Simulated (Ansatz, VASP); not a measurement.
HfO2: VASP beside Ansatz

INCAR

```
PREC = Accurate
ENCUT = 520
EDIFF = 1E-6
ISMEAR = -1
SIGMA = 0.01
LREAL = F
LASPH = T
NELM = 60
ALGO = Normal
ISIF = 2
LWAVE = F
LCHARG = F
GGA = PE
NBANDS = 18
```

KPOINTS

```
regular mesh
0
Gamma
  9 9 9
```

Contents of POSCAR:

```
HfO2
1.0
    0.0000000000      2.5052914730      2.5052914730
    2.5052914730      0.0000000000      2.5052914730
    2.5052914730      2.5052914730      0.0000000000
Hf O
1 2
Direct
    0.0000000000      0.0000000000      0.0000000000
    0.2500000000      0.2500000000      0.2500000000
    0.7500000000      0.7500000000      0.7500000000
```

Input for Ansatz:

```yaml
crystal:
  lattice:
    - [0.0, 2.505291473, 2.505291473]
    - [2.505291473, 0.0, 2.505291473]
    - [2.505291473, 2.505291473, 0.0]
  atoms:
    - { symbol: Hf, position: [0.0, 0.0, 0.0] }
    - { symbol: O, position: [0.25, 0.25, 0.25] }
    - { symbol: O, position: [0.75, 0.75, 0.75] }
kpoints:
  mp_grid: { grid: [9, 9, 9] }
  band_path:
    path:
      - [0.0, 0.0, 0.0]
      - [0.5, 0.0, 0.5]
      - [0.625, 0.25, 0.625]
      - [0.375, 0.375, 0.75]
      - [0.0, 0.0, 0.0]
      - [0.5, 0.5, 0.5]
      - [0.5, 0.25, 0.75]
      - [0.5, 0.0, 0.5]
    npoints: 5
scf:
  occupations: { method: fermi_dirac, width: 0.01 }
hamiltonian:
  xc: pbe
  pseudopotentials: { kind: all_electron, lapw: { basis_error: 0.001 } }
output:
  forces: true
  stress: true
  eigenvalues: true
```

Change from the starting cell: volume scaled by 0.94.

Alike in both runs: task single point; functional PBE; k mesh 9 × 9 × 9; occupations fermi-dirac, width 0.01 eV; no spin polarisation.

```csv
,VASP,Ansatz
version,VASP 6.6.1,Ansatz 0.2.0
potentials or method,"VASP PAW PBE potentials, release 64 (Hf_pv, O), cutoff 520 eV","all-electron LAPW, scalar-relativistic"
```

Ansatz gave:

| Quantity | Value |
| --- | --- |
| gap on the k mesh at the Fermi level (eV) | 3.98 |
| pressure (GPa) | 14.2 |

**Question.** Which values does VASP return?

**Answer.** gap on the k mesh at the Fermi level (eV): 4.01; pressure (GPa): 10.0.

One of these differences is far larger than is usual between the two programs; its cause wasn't traced. Ansatz ran all-electron here, and VASP with PAW potentials.

Spin-orbit coupling is off throughout.
